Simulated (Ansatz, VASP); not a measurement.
# One calculation of SnTe, two programs

```
CELL_PARAMETERS angstrom
0.00000 3.15085 3.15085
3.15085 0.00000 3.15085
3.15085 3.15085 0.00000
ATOMIC_POSITIONS crystal
Te 0.50000 0.50000 0.50000
Sn 0.00000 0.00000 0.00000
```

Alike in both runs: task relaxation of cell and atoms; functional PBEsol; dispersion D4; k mesh 7 × 7 × 7; occupations fermi-dirac, width 0.05 eV; no spin polarisation.

|  | VASP | Ansatz |
| --- | --- | --- |
| version | VASP 6.6.1 | Ansatz 0.2.0 |
| potentials or method | VASP PAW PBE potentials, release 64 (Te, Sn_d), cutoff 600 eV | all-electron LAPW, scalar-relativistic |

VASP gave:

| Item | Value |
| --- | --- |
| relaxed volume (Å³/atom) | 30.25 |
| relaxed cell length with the largest relative difference (Å) | 4.406 |

Q: Which values does Ansatz return?

A: Relaxed volume (Å³/atom): 30.25; relaxed cell length with the largest relative difference (Å): 4.407.

VASP's potentials were made for PBE, not for PBEsol. Ansatz ran all-electron here, and VASP with PAW potentials.

Neither program's run includes spin-orbit coupling.
